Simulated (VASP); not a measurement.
# BaTiO3 (P4mm) in VASP: a series of runs, part 2 of 3

VASP 6.6.1.

## (3) Single point, PBE (biaxial strain in the a-b plane: -1.5 %, then relaxed in part)

INCAR reads:

```
SYSTEM = BaTiO3
PREC = Accurate
ENCUT = 910
EDIFF = 1E-6
ISMEAR = 0
SIGMA = 0.02
LREAL = .FALSE.
LASPH = .TRUE.
NELM = 120
ALGO = Normal
ISIF = 2
LWAVE = .FALSE.
LCHARG = .FALSE.
GGA = PE
NBANDS = 28
GGA_COMPAT = .FALSE.
```

KPOINTS reads:

```
regular mesh
0
G
  8 8 6
  0 0 0
```

POSCAR reads:

```
BaTiO3
1.0
    3.9256680472      0.0000000000      0.0000000000
    0.0000000000      3.9256680472      0.0000000000
    0.0000000000      0.0000000000      4.3396355141
Ba Ti O
1 1 3
Direct
    0.5000000000      0.5000000000      0.6006022887
    0.0000000000      0.0000000000      0.1157124600
    0.0000000000      0.5000000000      0.0564191287
    0.5000000000      0.0000000000      0.0564191287
    0.0000000000      0.0000000000      0.5308439838
```

Potentials or basis: VASP PAW PBE potentials, release 64 (Ba_sv, Ti_sv, O_h).

On the command line:

```sh
$ cat potpaw_PBE.64/Ba_sv/POTCAR potpaw_PBE.64/Ti_sv/POTCAR potpaw_PBE.64/O_h/POTCAR > POTCAR
$ mpirun -np 1 vasp_std > vasp.out
```

OUTCAR:

```text
SYSTEM = BaTiO3
   PREC = Accurate
   ENCUT = 910
   EDIFF = 1E-6
   ISMEAR = 0
   LREAL = .FALSE.
   LASPH = .TRUE.
   NELM = 120
   ISIF = 2
   GGA = PE

 ion  position               nearest neighbor table
   1  0.500  0.500  0.601-   3 2.79   4 2.79   4 2.79   3 2.79   5 2.79   5 2.79   5 2.79   5 2.79
                             3 3.07   4 3.07   3 3.07   4 3.07   2 3.48   2 3.48   2 3.48   2 3.48
   2  0.000  0.000  0.116-   5 1.80   4 1.98   3 1.98   3 1.98   4 1.98   1 3.48   1 3.48   1 3.48
                             1 3.48   1 3.56   1 3.56   1 3.56   1 3.56
   3  0.000  0.500  0.056-   2 1.98   2 1.98   1 2.79   1 2.79   1 3.07   1 3.07
   4  0.500  0.000  0.056-   2 1.98   2 1.98   1 2.79   1 2.79   1 3.07   1 3.07
   5  0.000  0.000  0.531-   2 1.80   1 2.79   1 2.79   1 2.79   1 2.79

  LATTYP: Found a simple tetragonal cell.
 ALAT       =     3.9256680472
 C/A-ratio  =     1.1054514702

  Lattice vectors:

 A1 = (   3.9256680472,   0.0000000000,   0.0000000000)
 A2 = (   0.0000000000,   3.9256680472,   0.0000000000)
 A3 = (   0.0000000000,   0.0000000000,   4.3396355141)

Analysis of symmetry for initial positions (statically):
=====================================================================
 Subroutine PRICEL returns:
 Original cell was already a primitive cell.

 Routine SETGRP: Setting up the symmetry group for a
 simple tetragonal supercell.

 Subroutine GETGRP returns: Found  8 space group operations
 (whereof  8 operations were pure point group operations)
 out of a pool of 16 trial point group operations.

The static configuration has the point symmetry C_4v.

Analysis of symmetry for dynamics (positions and initial velocities):
=====================================================================
 Subroutine PRICEL returns:
 Original cell was already a primitive cell.

 Routine SETGRP: Setting up the symmetry group for a
 simple tetragonal supercell.

 Subroutine GETGRP returns: Found  8 space group operations
 (whereof  8 operations were pure point group operations)
 out of a pool of 16 trial point group operations.

The dynamic configuration has the point symmetry C_4v.

 Subroutine INISYM returns: Found  8 space group operations
 (whereof  8 operations are pure point group operations),
 and found     1 'primitive' translations

----------------------------------------------------------------------------------------

                                     Primitive cell

  volume of cell :      66.8776

  direct lattice vectors                    reciprocal lattice vectors
     3.925668047  0.000000000  0.000000000     0.254733714  0.000000000  0.000000000
     0.000000000  3.925668047  0.000000000     0.000000000  0.254733714  0.000000000
     0.000000000  0.000000000  4.339635514     0.000000000  0.000000000  0.230434099

  length of vectors
     3.925668047  3.925668047  4.339635514     0.254733714  0.254733714  0.230434099

  position of ions in fractional coordinates (direct lattice)
     0.500000000  0.500000000  0.600602289
     0.000000000  0.000000000  0.115712460
     0.000000000  0.500000000  0.056419129
[... 34 lines left out ...]

 Found     60 irreducible k-points:

 Following reciprocal coordinates:
            Coordinates               Weight
  0.000000  0.000000  0.000000      1.000000
  0.125000  0.000000  0.000000      4.000000
  0.250000  0.000000  0.000000      4.000000
  0.375000  0.000000  0.000000      4.000000
  0.500000  0.000000  0.000000      2.000000
  0.125000  0.125000  0.000000      4.000000
[... 16 lines left out ...]
  0.375000  0.125000  0.166667     16.000000
  0.500000  0.125000  0.166667      8.000000
 [... further k-points ...]
   k-points           NKPTS =     60   k-points in BZ     NKDIM =     60   number of bands    NBANDS=     28
   number of dos      NEDOS =    301   number of ions     NIONS =      5
   total plane-waves  NPLWV =  76800
   dimension x,y,z NGX =    40 NGY =   40 NGZ =   48
   dimension x,y,z NGXF=    80 NGYF=   80 NGZF=   96
   ions per type =               1   1   3
   NGX,Y,Z   is equivalent  to a cutoff of  16.94, 16.94, 18.39 a.u.
   NGXF,Y,Z  is equivalent  to a cutoff of  33.88, 33.88, 36.78 a.u.
 SYSTEM =  BaTiO3
   PREC   = accura    normal or accurate (medium, high low for compatibility)
   ISTART =      0    job   : 0-new  1-cont  2-samecut
   ICHARG =      2    charge: 1-file 2-atom 10-const
   ISPIN  =      1    spin polarized calculation?
   LNONCOLLINEAR =      F non collinear calculations
   LSORBIT =      F    spin-orbit coupling
   LASPH  =      T    aspherical Exc in radial PAW
   ENCUT  =  910.0 eV  66.88 Ry    8.18 a.u.   9.66  9.66 10.67*2*pi/ulx,y,z
   NELM   =    120;   NELMIN=  2; NELMDL= -5     # of ELM steps
   EDIFF  = 0.1E-05   stopping-criterion for ELM
   LREAL  =      F    real-space projection
   EDIFFG = 0.1E-04   stopping-criterion for IOM
   NSW    =      0    number of steps for IOM
   IBRION =     -1    ionic relax: 0-MD 1-quasi-New 2-CG
   NFREE  =      0    steps in history (QN), initial steepest desc. (CG)
   ISIF   =      2    stress and relaxation
   ISYM   =      2    0-nonsym 1-usesym 2-fastsym
   POTIM  = 0.5000    time-step for ionic-motion
   TEBEG  =    0.0;   TEEND  =   0.0 temperature during run
   PSTRESS=    0.0 pullay stress
   NELECT =      40.0000    total number of electrons
   NUPDOWN=      -1.0000    fix difference up-down
   EMIN   =  10.00;   EMAX   =-10.00  energy-range for DOS
   EFERMI =   0.00;   METHOD = LEGACY
   ISMEAR =     0;   SIGMA  =   0.02  broadening in eV -4-tet -1-fermi 0-gaus
   EFERMI_NEDOS =   21; number of points for ismear=-14 and -15
   IALGO  =     38    algorithm
   IMIX   =      4    mixing-type and parameters
     AMIX     =   0.40;   BMIX     =  1.00
     AMIX_MAG =   1.60;   BMIX_MAG =  1.00
  volume/ion in A,a.u.               =      13.38        90.26
  Fermi-wavevector in a.u.,A,eV,Ry     =   1.379330  2.606555 25.885763  1.902550
  Thomas-Fermi vector in A             =   2.504309
   LORBIT       =      0    0 simple, 1 ext, 2 COOP (PROOUT), +10 PAW based schemes
   GGA     = PE    functional components
   LHFCALC =     F    Hartree Fock is set to
   AEXX    =    0.0000 exact exchange contribution
   IVDW    =     0    specifies the selected vdW correction
   LEPSILON=     F    determine dielectric tensor
   LRPA    =     F    only Hartree local field effects (RPA)
 non-spin polarized calculation
 Gauss-broadening in eV      SIGMA  =   0.02
  energy-cutoff  :      910.00
  volume of cell :       66.88
 maximum number of plane-waves:      4205
 NGX is ok and might be reduce to    40
   NGX = 19   NGY = 19   NGZ = 21

 number of electron      40.0000007 magnetization

 Free energy of the ion-electron system (eV)
  ---------------------------------------------------
  ext. energy  EPLUGINS =         0.00000000
  ---------------------------------------------------
  free energy    TOTEN  =       -40.04109466 eV

  energy without entropy =      -40.04109466  energy(sigma->0) =      -40.04109466

 E-fermi :   4.3733     XC(G=0): -10.9990

 val. band max:        4.1963012472   @ k =   0.5000   0.5000   0.5000
 cond. band min:       6.0316736045   @ k =   0.0000   0.0000   0.0000
 fundamental gap:      1.8353723573
 Fermi energy:         4.3733183897

 k-point     1 :       0.0000    0.0000    0.0000
  band No.  band energies     occupation
      1     -52.4381      2.00000
      2     -28.8150      2.00000
      3     -28.6414      2.00000
      4     -28.6414      2.00000
      5     -21.1559      2.00000
      6     -12.9512      2.00000
[... 733 lines left out ...]
     27      11.7909      0.00000
     28      12.1388      0.00000

 [... further k-points ...]

------------------------ aborting loop because EDIFF is reached ----------------------------------------

  FORCE on cell =-STRESS in cart. coord.  units (eV):
  Direction    XX          YY          ZZ          XY          YZ          ZX
  --------------------------------------------------------------------------------------
  -------------------------------------------------------------------------------------
  Total        1.8842805      1.8842805      0.4905380      0.0000000      0.0000000      0.0000000
  in kB       45.1414740     45.1414740     11.7517589      0.0000000      0.0000000      0.0000000
  external PRESSURE =      34.0115690 kB  Pullay stress =       0.0000000 kB

 VOLUME and BASIS-vectors are now :
 -----------------------------------------------------------------------------
  energy-cutoff  :      910.00
  volume of cell :       66.88
      direct lattice vectors                 reciprocal lattice vectors
     3.925668047  0.000000000  0.000000000     0.254733714  0.000000000  0.000000000
     0.000000000  3.925668047  0.000000000     0.000000000  0.254733714  0.000000000
     0.000000000  0.000000000  4.339635514     0.000000000  0.000000000  0.230434099

 POSITION                                       TOTAL-FORCE (eV/Angst)
 -----------------------------------------------------------------------------------
      1.96283      1.96283      2.60640         0.000000     -0.000000     -0.066957
      0.00000      0.00000      0.50215         0.000000      0.000000     -0.031466
      0.00000      1.96283      0.24484         0.000000     -0.000000      0.032482
      1.96283      0.00000      0.24484         0.000000     -0.000000      0.032482
      0.00000      0.00000      2.30367         0.000000      0.000000      0.033459
 -----------------------------------------------------------------------------------
    total drift:                                0.000000     -0.000000      0.000711

  FREE ENERGIE OF THE ION-ELECTRON SYSTEM (eV)
  ---------------------------------------------------
  free  energy   TOTEN  =       -40.0410946586 eV

  energy  without entropy=      -40.0410946586  energy(sigma->0) =      -40.04109466
```

Run time: 3.9 min. Hardware: 1 thread of AMD EPYC 9R14 (Zen 4), shared host; peak memory 0.41 GiB.

What came out:

| Item | Value |
| --- | --- |
| Free energy | -40.0411 eV |
| Pressure | 3.4 GPa |
| Largest force | 0.067 eV/Å |
| Band gap on the k mesh | 1.84 eV (least direct gap 2.52 eV) |

Forces in eV/Å, atoms in the order of the input:
```
Ba   0.000  0.000 -0.067
Ti   0.000  0.000 -0.031
O    0.000  0.000  0.032
O    0.000  0.000  0.032
O    0.000  0.000  0.033
```

Levels at points of the mesh, in eV from the valence-band top:
```
           k point  band 18  band 19  band 20  band 21  band 22  band 23
(0.00, 0.00, 0.00)    -1.34    -0.68    -0.68     1.84     2.69     2.69
(0.50, 0.00, 0.00)    -1.94    -1.82    -1.67     2.74     3.47     3.58
(0.50, 0.50, 0.00)    -1.17    -1.17    -0.04     3.63     3.63     3.74
(0.00, 0.00, 0.50)    -2.12    -0.76    -0.76     1.93     3.42     3.42
(0.50, 0.00, 0.50)    -1.43    -1.27    -0.78     3.43     3.55     3.62
(0.50, 0.50, 0.50)    -0.74    -0.74     0.00     3.88     3.88     4.12
```

Caveat: the cell differs from its parent crystal (biaxial strain in the a-b plane: -1.5 %, then relaxed in part); the cutoff is under 1.25 times the usual one of these potentials, so pressure, stress and relaxed cells hold a basis-set (Pulay) error; the cell stands under pressure; spin-orbit coupling is left out, which moves the levels of the heavy elements.

## (4) Single point, PBE (biaxial strain in the a-b plane: +1.5 %, then relaxed in part)

INCAR reads:

```
  ALGO = Normal
  EDIFF = 1E-6
  ENCUT = 910
  GGA = PE
  GGA_COMPAT = False
  ISIF = 2
  ISMEAR = 0
  LASPH = True
  LCHARG = True
  LELF = True
  LREAL = False
  LVHAR = True
  LWAVE = False
  NBANDS = 28
  NELM = 120
  PREC = Accurate
  SIGMA = 0.02
```

KPOINTS reads:

```
k-points
0
Gamma
  8 8 6
```

POSCAR reads:

```
BaTiO3
1.0
    4.0452315410      0.0000000000      0.0000000000
    0.0000000000      4.0452315410      0.0000000000
    0.0000000000      0.0000000000      4.1056954440
Ba Ti O
1 1 3
Direct
    0.5000000000      0.5000000000      0.5861789671
    0.0000000000      0.0000000000      0.1027879874
    0.0000000000      0.5000000000      0.0625003252
    0.5000000000      0.0000000000      0.0625003252
    0.0000000000      0.0000000000      0.5460293850
```

On the command line:

```sh
$ cat potpaw_PBE.64/Ba_sv/POTCAR potpaw_PBE.64/Ti_sv/POTCAR potpaw_PBE.64/O_h/POTCAR > POTCAR
$ mpirun -np 1 vasp_std > vasp.out
```

Wall time 2.1 min (1 thread of Intel Xeon 6975P-C (Granite Rapids), shared host); peak memory 0.42 GiB.

It converged, with:

- Free energy: -40.0536 eV
- Pressure: -1.1 GPa
- Largest force: 0.046 eV/Å
- Band gap on the k mesh: 1.75 eV (least direct gap 2.21 eV)

Forces on the atoms (eV/Å):
```
Ba   0.000  0.000 -0.037
Ti   0.000  0.000 -0.043
O    0.000  0.000  0.017
O    0.000  0.000  0.017
O    0.000  0.000  0.046
```

Stress tensor (GPa, compression positive):
```
-2.31  0.00  0.00
 0.00 -2.31  0.00
 0.00  0.00  1.25
```

Levels at points of the mesh, in eV from the valence-band top:
```csv
k point,band 18,band 19,band 20,band 21,band 22,band 23
"(0.00, 0.00, 0.00)",-0.66,-0.46,-0.46,1.75,2.27,2.27
"(0.50, 0.00, 0.00)",-1.60,-1.31,-1.13,2.35,3.33,3.43
"(0.50, 0.50, 0.00)",-1.18,-1.18,-0.08,3.45,3.45,3.77
"(0.00, 0.00, 0.50)",-1.89,-0.71,-0.71,1.89,3.49,3.49
"(0.50, 0.00, 0.50)",-1.00,-0.95,-0.34,3.36,3.50,3.75
"(0.50, 0.50, 0.50)",-0.27,-0.27,0.00,3.95,3.97,3.97
```

Caveat: the cell differs from its parent crystal (biaxial strain in the a-b plane: +1.5 %, then relaxed in part); the cutoff is under 1.25 times the usual one of these potentials, so pressure, stress and relaxed cells hold a basis-set (Pulay) error; spin-orbit coupling is left out, which moves the levels of the heavy elements.

(Continued in part 3 of 3.)
